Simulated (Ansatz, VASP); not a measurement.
**Rh: VASP beside Ansatz**

Contents of POSCAR:

```
Rh
1.0
    0.0000000000      1.8920422500      1.9015500000
    1.9015500000      0.0000000000      1.9015500000
    1.9015500000      1.8920422500      0.0000000000
Rh
1
Direct
    0.0000000000      0.0000000000      0.0000000000
```

File INCAR.step1:

```
SYSTEM = Rh
PREC     = Accurate       ! precision mode
ENCUT    = 520            ! plane-wave cutoff, eV
ISMEAR   = 0              ! smearing method
SIGMA    = 0.15           ! smearing width, eV
LREAL    = .False.        ! projectors in reciprocal space
LASPH    = .True.         ! aspherical terms in the spheres
NELM     = 100            ! most SCF steps
NBANDS   = 14             ! bands
GGA      = PE             ! functional
ALGO     = Normal         ! electronic algorithm
EDIFF    = 1E-4           ! SCF threshold, eV
LWAVE    = .True.         ! write WAVECAR
LCHARG   = .False.        ! write CHGCAR
```

Contents of INCAR.step2:

```
SYSTEM = Rh
PREC     = Accurate       ! precision mode
ENCUT    = 520            ! plane-wave cutoff, eV
EDIFF    = 1E-6           ! SCF threshold, eV
ISMEAR   = 0              ! smearing method
SIGMA    = 0.15           ! smearing width, eV
LREAL    = .False.        ! projectors in reciprocal space
LASPH    = .True.         ! aspherical terms in the spheres
NELM     = 100            ! most SCF steps
ALGO     = Normal         ! electronic algorithm
ISIF     = 2              ! what is computed and relaxed
LWAVE    = .False.        ! write WAVECAR
LCHARG   = .False.        ! write CHGCAR
METAGGA  = R2SCAN         ! meta-GGA
LMIXTAU  = .True.       
NBANDS   = 14             ! bands
ISTART   = 1
```

File KPOINTS:

```
Automatic mesh
0
Gamma
  22 22 22
  0 0 0
```

Input for Ansatz:

```yaml
crystal:
  lattice:
    - [0.0, 1.89204225, 1.90155]
    - [1.90155, 0.0, 1.90155]
    - [1.90155, 1.89204225, 0.0]
  atoms:
    - { symbol: Rh, position: [0.0, 0.0, 0.0] }
basis:
  ecutwfc: 500
kpoints:
  mp_grid: { grid: [22, 22, 22] }
hamiltonian:
  xc: r2scan
scf:
  occupations: { method: gaussian, width: 0.15 }
output:
  forces: true
  stress: true
  eigenvalues: true
```

Change from the starting cell: strain -0.0050 x Voigt [0, 1, 0, 0, 0, 0], atoms carried along.

Alike in both runs: task single point; functional r2SCAN; k mesh 22 × 22 × 22; occupations gaussian, width 0.15 eV; no spin polarisation.

|  | VASP | Ansatz |
| --- | --- | --- |
| version | VASP 6.6.1 | Ansatz 0.2.0 |
| potentials or method | VASP PAW PBE potentials, release 64 (Rh_pv), cutoff 520 eV | scalar-relativistic, plane waves, PAW |
| valence electrons in the cell | 15 | 17 |

```tsv
	VASP	Ansatz	Ansatz less VASP
gap on the k mesh at the Fermi level (eV)	none	none	-
pressure (GPa)	2.0	0.8	-1.24
traceless stress, the component that is largest in VASP (GPa)	0.83	0.82	-0.005
```

VASP's potentials were made for PBE, not for r2SCAN. A gap of «none» marks a metal or a gap that the smearing closes. With one functional, cell and mesh, what is left measures potentials, basis and numerics. VASP's potentials hold 15 valence electrons a cell and Ansatz's 17, so a difference there can come from the potentials and not from the codes.
